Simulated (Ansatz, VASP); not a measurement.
**Mg: VASP beside Ansatz**

Contents of POSCAR:

```
Mg
1.0
    3.2028147905      0.0000000000      0.0000000000
   -1.6014073953      2.7737189722      0.0000000000
    0.0000000000      0.0000000000      3.1970794485
Mg
1
Direct
    0.0000000000      0.0000000000      0.0000000000
```

Contents of INCAR.step1:

```
  PREC = Accurate
  ENCUT = 520
  ISMEAR = 0
  SIGMA = 0.15
  LREAL = False
  LASPH = True
  NELM = 100
  NBANDS = 7
  GGA = PE
  ALGO = Normal
  EDIFF = 1E-4
  LWAVE = True
  LCHARG = False
```

File INCAR.step2:

```
  PREC = Accurate
  ENCUT = 520
  EDIFF = 1E-6
  ISMEAR = 0
  SIGMA = 0.15
  LREAL = False
  LASPH = True
  NELM = 100
  ALGO = Normal
  ISIF = 2
  LWAVE = False
  LCHARG = False
  METAGGA = R2SCAN
  LMIXTAU = True
  NBANDS = 7
  ISTART = 1
```

KPOINTS

```
Automatic mesh
0
Gamma
  18 18 16
```

Input for Ansatz:

```yaml
crystal:
  lattice:
    - [3.2028147905, 0.0, 0.0]
    - [-1.6014073953, 2.7737189722, 0.0]
    - [0.0, 0.0, 3.1970794485]
  atoms:
    - { symbol: Mg, position: [0.0, 0.0, 0.0] }
basis:
  ecutwfc: 500
kpoints:
  mp_grid: { grid: [18, 18, 16] }
hamiltonian:
  xc: r2scan
scf:
  occupations: { method: gaussian, width: 0.15 }
output:
  forces: true
  stress: true
  eigenvalues: true
```

Change from the starting cell: strain +0.050 along x and y, +0.050 along z, atoms carried along.

Alike in both runs: task single point; functional r2SCAN; k mesh 18 × 18 × 16; occupations gaussian, width 0.15 eV; no spin polarisation.

```csv
,VASP,Ansatz
version,VASP 6.6.1,Ansatz 0.2.0
potentials or method,"VASP PAW PBE potentials, release 64 (Mg), cutoff 520 eV","scalar-relativistic, plane waves, PAW"
valence electrons in the cell,2,10
```

```tsv
	VASP	Ansatz	Ansatz less VASP
gap on the k mesh at the Fermi level (eV)	none	none	-
pressure (GPa)	-3.2	-3.0	+0.14
traceless stress, the component that is largest in VASP (GPa)	0.52	0.47	-0.053
```

VASP's potentials were made for PBE, not for r2SCAN. A gap of «none» marks a metal or a gap that the smearing closes. With one functional, cell and mesh, what is left measures potentials, basis and numerics. VASP's potentials hold 2 valence electrons a cell and Ansatz's 10, so a difference there can come from the potentials and not from the codes.
